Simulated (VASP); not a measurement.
# InP (F-43m) in VASP: elastic constants with PBEsol

Aim: the elastic constants of InP with PBEsol.

Everything below comes from runs of VASP 6.6.1. Logs are shortened: lines on timing, memory, paths and dates and some standing lists are left out, and cuts for length are marked.

### Step 1. The cell of the first run

It takes space group F-43m (No. 216, cubic). Conventional cell: a = 5.879 Å, b = 5.879 Å, c = 5.879 Å, α = 90.00°, β = 90.00°, γ = 90.00°. In (site symmetry -43m) has 4 P at 2.55 Å within 3.4 Å. P (site symmetry -43m) has 4 In at 2.55 Å within 3.4 Å.

### Step 2. Elastic constants, PBEsol

INCAR

```
ALGO = Normal
EDIFF = 1E-8
ENCUT = 600
GGA = PS
IBRION = 6
ISIF = 3
ISMEAR = 0
LASPH = T
LCHARG = F
LREAL = F
LWAVE = F
NBANDS = 16
NELM = 60
NFREE = 2
NSW = 1
POTIM = 0.015
PREC = Accurate
SIGMA = 0.01
```

KPOINTS

```
k-points
0
Gamma
  8 8 8
```

POSCAR

```
InP
1.0
    2.9392821591      2.9392821591      0.0000000000
   -2.9392821591      2.9392821591      0.0000000000
    0.0000000000      2.9392821591      2.9392821591
In P
1 1
Direct
    0.0000000000      0.0000000000      0.0000000000
    0.7500000000      0.2500000000      0.5000000000
```

Potentials or basis: VASP PAW PBE potentials, release 64 (In_d, P).

Command:

```sh
cat potpaw_PBE.64/In_d/POTCAR potpaw_PBE.64/P/POTCAR > POTCAR
mpirun -np 1 vasp_std > vasp.out
```

OUTCAR:

```text
EDIFF = 1E-8
   ENCUT = 600
   GGA = PS
   IBRION = 6
   ISIF = 3
   ISMEAR = 0
   LASPH = T
   LREAL = F
   NELM = 60
   NFREE = 2
   NSW = 1
   POTIM = 0.015
   PREC = Accurate

 ion  position               nearest neighbor table
   1  0.000  0.000  0.000-   2 2.55   2 2.55   2 2.55   2 2.55
   2  0.750  0.250  0.500-   1 2.55   1 2.55   1 2.55   1 2.55

  LATTYP: Found a face centered cubic cell.
 ALAT       =     5.8785643182

  Lattice vectors:

 A1 = (   0.0000000000,   2.9392821591,   2.9392821591)
 A2 = (   2.9392821591,   0.0000000000,   2.9392821591)
 A3 = (   2.9392821591,   2.9392821591,   0.0000000000)

Analysis of symmetry for initial positions (statically):
=====================================================================
 Subroutine PRICEL returns:
 Original cell was already a primitive cell.

 Routine SETGRP: Setting up the symmetry group for a
 face centered cubic supercell.

 Subroutine GETGRP returns: Found 24 space group operations
 (whereof 24 operations were pure point group operations)
 out of a pool of 48 trial point group operations.

The static configuration has the point symmetry T_d .

Analysis of symmetry for dynamics (positions and initial velocities):
=====================================================================
 Subroutine PRICEL returns:
 Original cell was already a primitive cell.

 Routine SETGRP: Setting up the symmetry group for a
 face centered cubic supercell.

 Subroutine GETGRP returns: Found 24 space group operations
 (whereof 24 operations were pure point group operations)
 out of a pool of 48 trial point group operations.

The dynamic configuration has the point symmetry T_d .

 Subroutine INISYM returns: Found 24 space group operations
 (whereof 24 operations are pure point group operations),
 and found     1 'primitive' translations

----------------------------------------------------------------------------------------

[... 340 lines left out ...]

 k-point     1 :       0.0000    0.0000    0.0000
  band No.  band energies     occupation
      1      -9.1413      2.00000
      2      -9.1380      2.00000
      3      -9.1341      2.00000
      4      -8.9876      2.00000
      5      -8.9876      2.00000
      6      -6.4920      2.00000
[... 433 lines left out ...]
      3      -9.0685      2.00000
      4      -8.9935      2.00000
      5      -8.9749      2.00000
      6      -4.4471      2.00000
[... 8 lines left out ...]
     15      15.5633      0.00000
     16      16.2356      0.00000

 [... further k-points ...]
[... 5 lines left out ...]
  --------------------------------------------------------------------------------------
  -------------------------------------------------------------------------------------
  Total        0.0023300      0.0048100      0.0048100      0.0000000     -0.1173567      0.0000000
  in kB        0.0735035      0.1517418      0.1517418      0.0000000     -3.7022412      0.0000000
  external PRESSURE =       0.1256624 kB  Pullay stress =       0.0000000 kB
[... 17 lines left out ...]
  FREE ENERGIE OF THE ION-ELECTRON SYSTEM (eV)
  ---------------------------------------------------
  free  energy   TOTEN  =        -9.1542513652 eV

  energy  without entropy=       -9.1542513652  energy(sigma->0) =       -9.15425137

 INTERNAL STRAIN TENSORS FROM STRAINED CELLS
 ============================================

 INTERNAL STRAIN TENSOR FOR ION    1 for displacements in x,y,z  (eV/Angst):
          X           Y           Z          XY          YZ          ZX
  --------------------------------------------------------------------------------
  x    -0.00000    -0.00000     0.00000    -0.00000    -7.83328    -0.00000
  y     0.00000    -0.00000     0.00000    -0.00000     0.00000    -7.83395
  z    -0.00000     0.00000     0.00000    -7.83294     0.00000     0.00000

 INTERNAL STRAIN TENSORS FROM DISPLACED ATOMS
 ============================================

 INTERNAL STRAIN TENSOR FOR ION    1 for displacements in x,y,z  (eV/Angst):
          X           Y           Z          XY          YZ          ZX
  --------------------------------------------------------------------------------
  x     0.00000     0.00000     0.00000     0.00000    -7.82658     0.00000
  y     0.00000     0.00000     0.00000     0.00000     0.00000    -7.82658
  z     0.00000     0.00000     0.00000    -7.82658     0.00000     0.00000

 INTERNAL STRAIN TENSOR FOR ION    2 for displacements in x,y,z  (eV/Angst):
          X           Y           Z          XY          YZ          ZX
  --------------------------------------------------------------------------------
  x     0.00000     0.00000     0.00000     0.00000     7.82621     0.00000
  y     0.00000    -0.00000     0.00000     0.00000     0.00000     7.82621
  z     0.00000     0.00000     0.00000     7.82621     0.00000     0.00000

 Eigenvectors and eigenvalues of the dynamical matrix
 ----------------------------------------------------

   1 f  =    8.848130 THz    55.594443 2PiTHz  295.141861 cm-1    36.592911 meV
             X         Y         Z           dx          dy          dz
      0.000000  0.000000  0.000000     0.000000   -0.000000   -0.460782
      1.469641  4.408923  1.469641    -0.000000    0.000000    0.887513
[... 21 lines left out ...]
   6 f/i=    0.001409 THz     0.008856 2PiTHz    0.047016 cm-1     0.005829 meV
             X         Y         Z           dx          dy          dz
      0.000000  0.000000  0.000000    -0.367422    0.807887   -0.000000
      1.469641  4.408923  1.469641    -0.190759    0.419441    0.000000

--------------------------------------------------------------------------------------------------------

 ELASTIC MODULI CONTR FROM IONIC RELAXATION (kBar)
 Direction    XX          YY          ZZ          XY          YZ          ZX
 --------------------------------------------------------------------------------
 XX          -0.0000      0.0000      0.0000      0.0000     -0.0000     -0.0000
 YY           0.0000     -0.0000      0.0000     -0.0000     -0.0000      0.0000
 ZZ           0.0000      0.0000     -0.0000     -0.0000      0.0000     -0.0000
 XY           0.0000     -0.0000     -0.0000   -247.3434     -0.0000     -0.0000
 YZ          -0.0000     -0.0000      0.0000     -0.0000   -247.3434      0.0000
 ZX          -0.0000      0.0000     -0.0000     -0.0000      0.0000   -247.3434
 --------------------------------------------------------------------------------

 TOTAL ELASTIC MODULI (kBar)
 Direction    XX          YY          ZZ          XY          YZ          ZX
 --------------------------------------------------------------------------------
 XX         949.7413    528.1148    528.1148      0.0000     -0.0000     -0.0000
 YY         528.1148    949.7413    528.1148     -0.0000     -0.0000      0.0000
 ZZ         528.1148    528.1148    949.7413     -0.0000     -0.0000      0.0000
 XY           0.0000     -0.0000     -0.0000    433.9661     -0.0000     -0.0000
 YZ          -0.0000     -0.0000     -0.0000     -0.0000    433.9661      0.0000
 ZX          -0.0000      0.0000      0.0000     -0.0000      0.0000    433.9661
 --------------------------------------------------------------------------------
```

stdout:

```text
POSCAR found type information on POSCAR InP
 POSCAR found :  2 types and       2 ions
 scaLAPACK will be used
 -----------------------------------------------------------------------------
|                                                                             |
|                                                                             |
|     You enforced a specific xc type in the INCAR file but a different       |
|     I HOPE YOU KNOW WHAT YOU ARE DOING!                                     |
[... 32 lines left out ...]
 Finite differences progress:
 bond charge predicted
 Finite differences progress:
 bond charge predicted
 Finite differences progress:
 bond charge predicted
 Finite differences progress:
 bond charge predicted
 Finite differences progress:
 bond charge predicted
 Finite differences progress:
 bond charge predicted
 Finite differences progress:
```

Run time: 36 min. Hardware: 1 thread of Intel Xeon 8259CL, shared host; peak memory 0.4 GiB.

Results:

```yaml
Elastic_constants_C11_C12_C44: 95, 53, 43 GPa
Voigt_bulk_modulus: 67 GPa
Highest_phonon_frequency_at_Γ_LO-TO_splitting_left_out: 295 cm⁻¹
```

Phonon frequencies in cm⁻¹ (negative: imaginary):
```tsv
q point	frequencies
(0.000, 0.000, 0.000)	0 0 0 295 295 295
```

Elastic tensor in Voigt notation (GPa, in the Cartesian axes of the cell as first typed):
```
95 53 53  0  0  0
53 95 53  0  0  0
53 53 95  0  0  0
 0  0  0 43  0  0
 0  0  0  0 43  0
 0  0  0  0  0 43
```

Clamped-ion elastic tensor (GPa):
```
95 53 53  0  0  0
53 95 53  0  0  0
53 53 95  0  0  0
 0  0  0 68  0  0
 0  0  0  0 68  0
 0  0  0  0  0 68
```

Caveat: the PAW data sets were made with another functional, which shifts forces and pressure a little; spin-orbit coupling is left out, which moves the levels of the heavy elements.
